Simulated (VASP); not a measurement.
# Ti4C in VASP: single point with PBEsol

Aim: the single point of Ti4C with PBEsol.

Everything below comes from runs of VASP 6.6.1. Logs are shortened: lines on timing, memory, paths and dates and some standing lists are left out, and cuts for length are marked.

### Step 1. The cell of the first run

The cell holds a slab with vacuum, 5 atoms: a = 3.210 Å, b = 3.210 Å, c = 20.107 Å, α = 90.00°, β = 90.00°, γ = 90.00°.

### Step 2. Single point, PBEsol

Contents of INCAR:

```
SYSTEM = Ti4C
PREC = Accurate
ENCUT = 520
EDIFF = 1E-6
ISMEAR = 0
SIGMA = 0.1
LREAL = .FALSE.
LASPH = .TRUE.
NELM = 100
ALGO = Normal
ISIF = 2
LWAVE = .FALSE.
LCHARG = .FALSE.
LDIPOL = .TRUE.
IDIPOL = 3
DIPOL = 0.5 0.5 0.349
GGA = PS
NBANDS = 34
```

Contents of KPOINTS:

```
regular mesh
0
G
  8 8 1
  0 0 0
```

Contents of POSCAR:

```
Ti4C
1.0
    3.2102321090      0.0000000000      0.0000000000
    0.0000000000      3.2102321090      0.0000000000
    0.0000000000      0.0000000000     20.1069940753
Ti C
4 1
Direct
    0.5000000000      0.5000000000      0.1989357527
    0.0000000000      0.0000000000      0.2787644953
    0.5000000000      0.5000000000      0.3538359372
    0.0000000000      0.0000000000      0.4280597111
    0.1250000000      0.3750000000      0.4857270285
```

Potentials or basis: VASP PAW PBE potentials, release 64 (Ti_sv, C).

Started as:

```bash
$ cat potpaw_PBE.64/Ti_sv/POTCAR potpaw_PBE.64/C/POTCAR > POTCAR
$ mpirun -np 1 vasp_std > vasp.out
```

OUTCAR:

```text
SYSTEM = Ti4C
   PREC = Accurate
   ENCUT = 520
   EDIFF = 1E-6
   ISMEAR = 0
   LREAL = .FALSE.
   LASPH = .TRUE.
   NELM = 100
   ISIF = 2
   GGA = PS

 ion  position               nearest neighbor table
   1  0.500  0.500  0.199-   2 2.78   2 2.78   2 2.78   2 2.78
   2  0.000  0.000  0.279-   3 2.73   3 2.73   3 2.73   3 2.73   1 2.78   1 2.78   1 2.78   1 2.78

   3  0.500  0.500  0.354-   4 2.72   4 2.72   4 2.72   4 2.72   2 2.73   2 2.73   2 2.73   2 2.73

   4  0.000  0.000  0.428-   5 1.72   5 2.35   3 2.72   3 2.72   3 2.72   3 2.72
   5  0.125  0.375  0.486-   4 1.72   4 2.35

  LATTYP: Found a simple tetragonal cell.
 ALAT       =     3.2102321090
 C/A-ratio  =     6.2634081875

  Lattice vectors:

 A1 = (   3.2102321090,   0.0000000000,   0.0000000000)
 A2 = (   0.0000000000,   3.2102321090,   0.0000000000)
 A3 = (   0.0000000000,   0.0000000000,  20.1069940753)

Analysis of symmetry for initial positions (statically):
=====================================================================
 Subroutine PRICEL returns:
 Original cell was already a primitive cell.

 Routine SETGRP: Setting up the symmetry group for a
 simple tetragonal supercell.

 Subroutine GETGRP returns: Found  1 space group operations
 (whereof  1 operations were pure point group operations)
 out of a pool of 16 trial point group operations.

The static configuration has the point symmetry C_1 .

Analysis of symmetry for dynamics (positions and initial velocities):
=====================================================================
 Subroutine PRICEL returns:
 Original cell was already a primitive cell.

 Routine SETGRP: Setting up the symmetry group for a
 simple tetragonal supercell.

 Subroutine GETGRP returns: Found  1 space group operations
 (whereof  1 operations were pure point group operations)
 out of a pool of 16 trial point group operations.

The dynamic configuration has the point symmetry C_1 .

 Subroutine INISYM returns: Found  1 space group operations
 (whereof  1 operations are pure point group operations),
 and found     1 'primitive' translations

----------------------------------------------------------------------------------------

                                     Primitive cell

  volume of cell :     207.2144

  direct lattice vectors                    reciprocal lattice vectors
     3.210232109  0.000000000  0.000000000     0.311503955  0.000000000  0.000000000
     0.000000000  3.210232109  0.000000000     0.000000000  0.311503955  0.000000000
     0.000000000  0.000000000 20.106994075     0.000000000  0.000000000  0.049733938

  length of vectors
     3.210232109  3.210232109 20.106994075     0.311503955  0.311503955  0.049733938

  position of ions in fractional coordinates (direct lattice)
     0.500000000  0.500000000  0.198935753
     0.000000000  0.000000000  0.278764495
     0.500000000  0.500000000  0.353835937
     0.000000000  0.000000000  0.428059711
     0.125000000  0.375000000  0.485727029

  ion indices of the primitive-cell ions
   primitive index   ion index
                 1           1
                 2           2
                 3           3
                 4           4
                 5           5

----------------------------------------------------------------------------------------

 KPOINTS: regular mesh

Automatic generation of k-mesh.
 Grid dimensions read from file:
 generate k-points for:    8    8    1

 Generating k-lattice:

  Cartesian coordinates                     Fractional coordinates (reciprocal lattice)
     0.038937994  0.000000000  0.000000000     0.125000000  0.000000000  0.000000000
     0.000000000  0.038937994  0.000000000     0.000000000  0.125000000  0.000000000
     0.000000000  0.000000000  0.049733938     0.000000000  0.000000000  1.000000000

  Length of vectors
     0.038937994  0.038937994  0.049733938

  Shift w.r.t. Gamma in fractional coordinates (k-lattice)
     0.000000000  0.000000000  0.000000000

 Subroutine IBZKPT returns following result:
 ===========================================

 Found     34 irreducible k-points:

 Following reciprocal coordinates:
            Coordinates               Weight
  0.000000  0.000000  0.000000      1.000000
  0.125000  0.000000  0.000000      2.000000
  0.000000  0.125000  0.000000      2.000000
  0.250000  0.000000  0.000000      2.000000
  0.000000  0.250000  0.000000      2.000000
  0.375000  0.000000  0.000000      2.000000
[... 16 lines left out ...]
 -0.250000  0.250000  0.000000      2.000000
  0.375000  0.250000  0.000000      2.000000
 [... further k-points ...]
   k-points           NKPTS =     34   k-points in BZ     NKDIM =     34   number of bands    NBANDS=     34
   number of dos      NEDOS =    301   number of ions     NIONS =      5
   total plane-waves  NPLWV =  86400
   dimension x,y,z NGX =    24 NGY =   24 NGZ =  150
   dimension x,y,z NGXF=    48 NGYF=   48 NGZF=  300
   ions per type =               4   1
   NGX,Y,Z   is equivalent  to a cutoff of  12.43, 12.43, 12.40 a.u.
   NGXF,Y,Z  is equivalent  to a cutoff of  24.86, 24.86, 24.80 a.u.
 SYSTEM =  Ti4C
   PREC   = accura    normal or accurate (medium, high low for compatibility)
   ISTART =      0    job   : 0-new  1-cont  2-samecut
   ICHARG =      2    charge: 1-file 2-atom 10-const
   ISPIN  =      1    spin polarized calculation?
   LNONCOLLINEAR =      F non collinear calculations
   LSORBIT =      F    spin-orbit coupling
   LASPH  =      T    aspherical Exc in radial PAW
   ENCUT  =  520.0 eV  38.22 Ry    6.18 a.u.   5.97  5.97 37.39*2*pi/ulx,y,z
   NELM   =    100;   NELMIN=  2; NELMDL= -5     # of ELM steps
   EDIFF  = 0.1E-05   stopping-criterion for ELM
   LREAL  =      F    real-space projection
   EDIFFG = 0.1E-04   stopping-criterion for IOM
   NSW    =      0    number of steps for IOM
   IBRION =     -1    ionic relax: 0-MD 1-quasi-New 2-CG
   NFREE  =      0    steps in history (QN), initial steepest desc. (CG)
   ISIF   =      2    stress and relaxation
   ISYM   =      2    0-nonsym 1-usesym 2-fastsym
   POTIM  = 0.5000    time-step for ionic-motion
   TEBEG  =    0.0;   TEEND  =   0.0 temperature during run
   PSTRESS=    0.0 pullay stress
   NELECT =      52.0000    total number of electrons
   NUPDOWN=      -1.0000    fix difference up-down
   EMIN   =  10.00;   EMAX   =-10.00  energy-range for DOS
   EFERMI =   0.00;   METHOD = LEGACY
   ISMEAR =     0;   SIGMA  =   0.10  broadening in eV -4-tet -1-fermi 0-gaus
   EFERMI_NEDOS =   21; number of points for ismear=-14 and -15
   IALGO  =     38    algorithm
   IMIX   =      4    mixing-type and parameters
     AMIX     =   0.40;   BMIX     =  1.00
     AMIX_MAG =   1.60;   BMIX_MAG =  1.00
  volume/ion in A,a.u.               =      41.44       279.67
  Fermi-wavevector in a.u.,A,eV,Ry     =   1.032609  1.951348 14.507641  1.066282
  Thomas-Fermi vector in A             =   2.166815
   LORBIT       =      0    0 simple, 1 ext, 2 COOP (PROOUT), +10 PAW based schemes
   GGA     = PS    functional components
   LHFCALC =     F    Hartree Fock is set to
   AEXX    =    0.0000 exact exchange contribution
   IVDW    =     0    specifies the selected vdW correction
   LEPSILON=     F    determine dielectric tensor
   LRPA    =     F    only Hartree local field effects (RPA)
 non-spin polarized calculation
 Gauss-broadening in eV      SIGMA  =   0.10
  energy-cutoff  :      520.00
  volume of cell :      207.21
 maximum number of plane-waves:      5638
   NGX = 11   NGY = 11   NGZ = 75

 dipolmoment           0.000000      0.000000     -0.038625 electrons x Angstroem

 number of electron      51.9999995 magnetization

 dipolmoment           0.000000      0.000000      0.190281 electrons x Angstroem

 Free energy of the ion-electron system (eV)
  ---------------------------------------------------
  ext. energy  EPLUGINS =         0.00000000
  ---------------------------------------------------
  free energy    TOTEN  =       -37.37775200 eV

  energy without entropy =      -37.33495430  energy(sigma->0) =      -37.35635315

 E-fermi :  -0.3426     XC(G=0):  -5.1677

 val. band max:       -0.3553866458   @ k =   0.2500   0.1250   0.0000
 cond. band min:      -0.3349106987   @ k =  -0.2500   0.1250   0.0000
 fundamental gap:      0.0204759471
 Fermi energy:        -0.3426278963

 k-point     1 :       0.0000    0.0000    0.0000
  band No.  band energies     occupation
      1     -57.1087      2.00000
      2     -56.4331      2.00000
      3     -56.2204      2.00000
      4     -55.9126      2.00000
      5     -33.5727      2.00000
      6     -33.3682      2.00000
[... 26 lines left out ...]
     33       1.6034      0.00000
     34       1.9157      0.00000

 k-point     2 :       0.1250    0.0000    0.0000
  band No.  band energies     occupation
      1     -57.1061      2.00000
      2     -56.4245      2.00000
      3     -56.2235      2.00000
      4     -55.9134      2.00000
      5     -33.5749      2.00000
      6     -33.3770      2.00000
[... 26 lines left out ...]
     33       1.6484      0.00000
     34       1.9882      0.00000

 k-point     3 :       0.0000    0.1250    0.0000
  band No.  band energies     occupation
      1     -57.1061      2.00000
      2     -56.4245      2.00000
      3     -56.2235      2.00000
      4     -55.9131      2.00000
      5     -33.5748      2.00000
      6     -33.3910      2.00000
[... 26 lines left out ...]
     33       1.6772      0.00000
     34       1.9753      0.00000
[... 704 lines left out ...]
 k-point    23 :      -0.2500    0.2500    0.0000
  band No.  band energies     occupation
      1     -57.0925      2.00000
      2     -56.3799      2.00000
      3     -56.2390      2.00000
      4     -55.9121      2.00000
      5     -33.5715      2.00000
      6     -33.4347      2.00000
[... 26 lines left out ...]
     33       1.6553      0.00000
     34       2.2871      0.00000

 k-point    24 :       0.3750    0.2500    0.0000
  band No.  band energies     occupation
      1     -57.0872      2.00000
      2     -56.3622      2.00000
      3     -56.2454      2.00000
      4     -55.9106      2.00000
      5     -33.5676      2.00000
      6     -33.4775      2.00000
[... 26 lines left out ...]
     33       1.6000      0.00000
     34       2.3254      0.00000

 [... further k-points ...]

------------------------ aborting loop because EDIFF is reached ----------------------------------------

 vacuum level on the upper side and lower side of the slab       (xc-potential included)         1.623        -1.714

  FORCE on cell =-STRESS in cart. coord.  units (eV):
  Direction    XX          YY          ZZ          XY          YZ          ZX
  --------------------------------------------------------------------------------------
  -------------------------------------------------------------------------------------
  Total       -1.1441372      0.4730511      0.0374860      1.1885829      4.2248400      2.0396136
  in kB       -8.8464428      3.6576205      0.2898407      9.1900956     32.6663664     15.7702458
  external PRESSURE =      -1.6329939 kB  Pullay stress =       0.0000000 kB

 VOLUME and BASIS-vectors are now :
 -----------------------------------------------------------------------------
  energy-cutoff  :      520.00
  volume of cell :      207.21
      direct lattice vectors                 reciprocal lattice vectors
     3.210232109  0.000000000  0.000000000     0.311503955  0.000000000  0.000000000
     0.000000000  3.210232109  0.000000000     0.000000000  0.311503955  0.000000000
     0.000000000  0.000000000 20.106994075     0.000000000  0.000000000  0.049733938

 POSITION                                       TOTAL-FORCE (eV/Angst)
 -----------------------------------------------------------------------------------
      1.60512      1.60512      4.00000        -0.104181     -0.088334      0.524449
      0.00000      0.00000      5.60512         0.135952      0.135296     -0.644756
      1.60512      1.60512      7.11458        -0.090380      0.140116     -0.316341
      0.00000      0.00000      8.60699        -1.522327     -4.010736      0.385454
      0.40128      1.20384      9.76651         1.580936      3.823658      0.051194
 -----------------------------------------------------------------------------------
    total drift:                               -0.000002      0.000002     -0.000031

  FREE ENERGIE OF THE ION-ELECTRON SYSTEM (eV)
  ---------------------------------------------------
  free  energy   TOTEN  =       -37.3777520038 eV

  energy  without entropy=      -37.3349543003  energy(sigma->0) =      -37.35635315

 vacuum level on the upper side and lower side of the slab         6.274         2.873
```

Wall time 4 min (1 thread of AMD EPYC 9R45 (Zen 5), shared host); peak memory 0.36 GiB.

Results:

```yaml
Free_energy: -37.3778 eV
Largest_force: 4.307 eV/Å
Band_gap_on_the_k_mesh: zero (band 26 reaches -0.10 eV, above the bottom of band 27 at -0.58 eV)
```

Forces in eV/Å, atoms in the order of the input:
```
Ti  -0.104 -0.088  0.524
Ti   0.136  0.135 -0.645
Ti  -0.090  0.140 -0.316
Ti  -1.522 -4.011  0.385
C    1.581  3.824  0.051
```

Caveat: the PAW data sets were made with another functional, which shifts forces and pressure a little.
